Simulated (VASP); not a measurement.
Cr: single point with BLYP

Cr:

```
Cr
1.0
     2.60465    0.00000    0.00000
    -1.30233    2.25570    0.00000
     0.00000    0.00000    4.70197
Cr
2
Direct
  0.33333 0.66667 0.25000
  0.66667 0.33333 0.75000
```

This cell differs from its parent crystal: volume scaled by 1.12.

```yaml
Program: VASP 6.6.1
Task: single point
Functional: BLYP
Potentials_or_basis: VASP PAW PBE potentials, release 64 (Cr_pv)
Cutoff: 520 eV
k_mesh: 16 × 16 × 8
Occupations: fermi-dirac, width 0.1 eV
Spin: no spin polarisation
Dipole_correction: no
Further_INCAR_settings: ALGO = Normal; EDIFF = 1e-06; NBANDS = 19
```

The pressure is -19.0 GPa and the band gap on the k mesh is zero (band 12 reaches 9.75 eV, above the bottom of band 13 at 8.67 eV).

Stress tensor (GPa, compression positive):
```
-19.86   0.00   0.00
  0.00 -19.86   0.00
  0.00   0.00 -17.23
```

Levels at points of the mesh, in eV from the Fermi level:
```
           k point  band 8  band 9  band 10  band 11  band 12  band 13  band 14  band 15  band 16  band 17
(0.00, 0.00, 0.00)   -3.55   -1.09    -0.29    -0.29    -0.15    -0.04    -0.04     0.89     0.89     1.76
(0.50, 0.00, 0.00)   -2.94   -2.68    -0.76    -0.46    -0.32    -0.06     1.81     2.29     2.38     3.39
(0.00, 0.00, 0.50)   -5.13   -1.37    -1.37    -0.26    -0.26    -0.26    -0.26     1.44     1.44     1.44
(0.50, 0.00, 0.50)   -3.21   -2.02    -2.02     0.78     0.78     1.06     1.06     2.34     2.34     2.93
```

Run time: 45 s on 1 thread of Intel Xeon 6975P-C, on a shared host, peak memory 0.19 GiB.

Caveat: the PAW data sets were made with another functional, which shifts forces and pressure a little; the run has no spin polarisation, though such a crystal can be magnetic. Spin polarisation is off, so any magnetic state and its effect on volume and gap are missing.
